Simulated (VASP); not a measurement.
## Cd: single point with LDA

Cd:

```
Cd
1.0
     0.00000    2.21815    2.21815
     2.21815    0.00000    2.21815
     2.21815    2.21815    0.00000
Cd
1
Direct
  0.00000 0.00000 0.00000
```

This isn't the form of Cd at room conditions, which is hcp.

```yaml
Program: VASP 6.6.1
Task: single point
Functional: LDA
Potentials_or_basis: VASP PAW LDA potentials, release 64 (Cd)
Cutoff: 520 eV
k_mesh: 18 × 18 × 18
Occupations: gaussian, width 0.15 eV
Spin: no spin polarisation
```

```json
{
  "Pressure": "-4.4 GPa",
  "Band gap on the k mesh": "zero (bands 6 and 7 overlap by 2.90 eV)"
}
```

Levels at points of the mesh, in eV from the Fermi level:
| k point | band 4 | band 5 | band 6 | band 7 | band 8 | band 9 |
| --- | --- | --- | --- | --- | --- | --- |
| (0.00, 0.00, 0.00) | -8.74 | -8.53 | -8.53 | 14.06 | 14.93 | 14.93 |
| (0.50, 0.00, 0.00) | -8.16 | -8.16 | -2.24 | -1.29 | 12.49 | 12.49 |
| (0.50, 0.50, 0.00) | -8.06 | -8.06 | -0.74 | 1.41 | 6.80 | 6.80 |

Wall time 42 s on 1 thread of AMD EPYC 7R43 64-Core Processor (Zen 3), on a shared host, peak memory 0.13 GiB.

Caveat: the cell stands under tension.
